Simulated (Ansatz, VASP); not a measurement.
Two plane-wave programs on BeAl7

```
CELL_PARAMETERS angstrom
5.85029 0.00000 0.00000
0.00000 5.85029 0.00000
0.00000 0.00000 5.85029
ATOMIC_POSITIONS crystal
Be 0.00000 0.00000 0.00000
Al 0.21985 0.21985 0.21985
Al 0.00000 0.50000 0.50000
Al 0.50000 0.50000 0.00000
Al 0.50000 0.00000 0.50000
Al 0.78015 0.21985 0.78015
Al 0.78015 0.78015 0.21985
Al 0.21985 0.78015 0.78015
```

Change from the starting cell: species swapped into the Si7Ge type (P-43m, No. 215).

Alike in both runs: functional PBE; k mesh 4 × 4 × 4; occupations gaussian, width 0.1 eV; no spin polarisation.

Ansatz relaxed the structure, and its values are those at the end. VASP's run is a single point on that final structure, the one shown.

```csv
,VASP,Ansatz
version,VASP 6.6.1,Ansatz 0.2.0
potentials or method,"VASP PAW PBE potentials, release 64 (Be, Al), cutoff 520 eV","scalar-relativistic, plane waves, PAW"
valence electrons in the cell,23,23
```

```tsv
	VASP	Ansatz	Ansatz less VASP
gap on the k mesh at the Fermi level (eV)	none	none	-
pressure (GPa)	0.2	0.2	+0.02
```

A gap of «none» marks a metal or a gap that the smearing closes.
